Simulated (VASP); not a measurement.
Wanted: the native input for a VASP 6.6.1 run.

| Property | Result |
| --- | --- |
| Task | single point |
| Functional | r2SCAN |
| Potentials or basis | VASP PAW PBE potentials, release 64 (Al, Ru_pv) |
| Cutoff | 520 eV |
| k mesh | 12 × 12 × 4 |
| Occupations | gaussian, width 0.1 eV |
| Spin | no spin polarisation |
| Dipole correction | no |
| Further INCAR settings | ALGO = Normal; EDIFF = 1e-07; NBANDS = 29 |

Al2Ru:

```
CELL_PARAMETERS angstrom
3.21548 0.00000 0.00000
0.00000 3.21548 0.00000
0.00000 0.00000 8.26650
ATOMIC_POSITIONS crystal
Al 0.50000 0.50000 0.16114
Al 0.00000 0.00000 0.33886
Al 0.00000 0.00000 0.66114
Al 0.50000 0.50000 0.83886
Ru 0.00000 0.00000 0.00000
Ru 0.50000 0.50000 0.50000
```

This cell differs from its parent crystal: biaxial strain in the a-b plane: +3.0 %, then relaxed in part.

The input as run:

POSCAR

```
Al2Ru
1.0
    3.2154751250      0.0000000000      0.0000000000
    0.0000000000      3.2154751250      0.0000000000
    0.0000000000      0.0000000000      8.2664983788
Al Ru
4 2
Direct
    0.5000000000      0.5000000000      0.1611397412
    0.0000000000      0.0000000000      0.3388602588
    0.0000000000      0.0000000000      0.6611397412
    0.5000000000      0.5000000000      0.8388602588
    0.0000000000      0.0000000000      0.0000000000
    0.5000000000      0.5000000000      0.5000000000
```

INCAR.step1

```
PREC = Accurate
ENCUT = 520
ISMEAR = 0
SIGMA = 0.1
LREAL = F
LASPH = T
NELM = 80
NBANDS = 29
GGA = PE
ALGO = Normal
EDIFF = 1E-4
LWAVE = T
LCHARG = F
```

INCAR.step2

```
PREC = Accurate
ENCUT = 520
EDIFF = 1E-7
ISMEAR = 0
SIGMA = 0.1
LREAL = F
LASPH = T
NELM = 80
ALGO = Normal
ISIF = 2
LWAVE = F
LCHARG = F
METAGGA = R2SCAN
LMIXTAU = T
NBANDS = 29
ISTART = 1
```

KPOINTS

```
regular mesh
0
Gamma
  12 12 4
```

Potentials or basis: VASP PAW PBE potentials, release 64 (Al, Ru_pv).

Run with:

```sh
$ cat potpaw_PBE.64/Al/POTCAR potpaw_PBE.64/Ru_pv/POTCAR > POTCAR
$ cp INCAR.step1 INCAR
$ mpirun -np 1 vasp_std > vasp.out
$ cp INCAR.step2 INCAR
$ mpirun -np 1 vasp_std > vasp.out
```

Results of the run:

```
Pressure               : -6.3 GPa
Largest force          : 0.010 eV/Å
Band gap on the k mesh : zero (bands 20 and 21 overlap by 0.15 eV)
```

Caveat: the cell differs from its parent crystal (biaxial strain in the a-b plane: +3.0 %, then relaxed in part); the cell stands under tension; the PAW data sets were made with another functional, which shifts forces and pressure a little.

Run time: 3.6 min on 1 thread of Intel(R) Xeon(R) 6975P-C (Granite Rapids), on a shared host, peak memory 0.3 GiB.
